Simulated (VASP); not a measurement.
Set up this calculation in VASP 6.6.1, as the native input.

* Task: single point
* Functional: SVWN5
* Potentials or basis: VASP PAW PBE potentials, release 64 (In_d)
* Cutoff: 500 eV
* k mesh: 10 × 10 × 10
* Occupations: methfessel-paxton, width 0.025 eV
* Spin: no spin polarisation
* Dipole correction: no
* Further INCAR settings: ALGO = Normal; EDIFF = 1e-06; NBANDS = 12

The structure of In lies in POSCAR:

```
In
1.0
   -1.8825252400      1.8825252400      1.8825252400
    1.8825252400     -1.8825252400      1.8825252400
    1.8825252400      1.8825252400     -1.8825252400
In
1
Direct
    0.0000000000      0.0000000000      0.0000000000
```

This isn't the form of In at room conditions, which is tetragonal.

The input as run:

INCAR

```
PREC = Accurate ; ENCUT = 500
EDIFF = 1E-6 ; ISMEAR = 1
SIGMA = 0.025 ; LREAL = F
LASPH = T ; NELM = 120
ALGO = Normal ; ISIF = 2
LWAVE = F ; LCHARG = F
GGA = VW ; NBANDS = 12
GGA_COMPAT = F
```

KPOINTS

```
Automatic mesh
0
Gamma
  10 10 10
```

Potentials or basis: VASP PAW PBE potentials, release 64 (In_d).

Command:

```bash
$ cat potpaw_PBE.64/In_d/POTCAR > POTCAR
$ mpirun -np 1 vasp_std > vasp.out
```

Results of the run:

The pressure is -2.8 GPa and the band gap on the k mesh is zero (an odd number of electrons rules out a gap without spin polarisation).

Caveat: the PAW data sets were made with another functional, which shifts forces and pressure a little; spin-orbit coupling is left out, which moves the levels of the heavy elements.

Run time: 3.1 s on 1 thread of Intel(R) Xeon(R) 6975P-C (Granite Rapids), with other jobs on the host, peak memory 0.13 GiB.
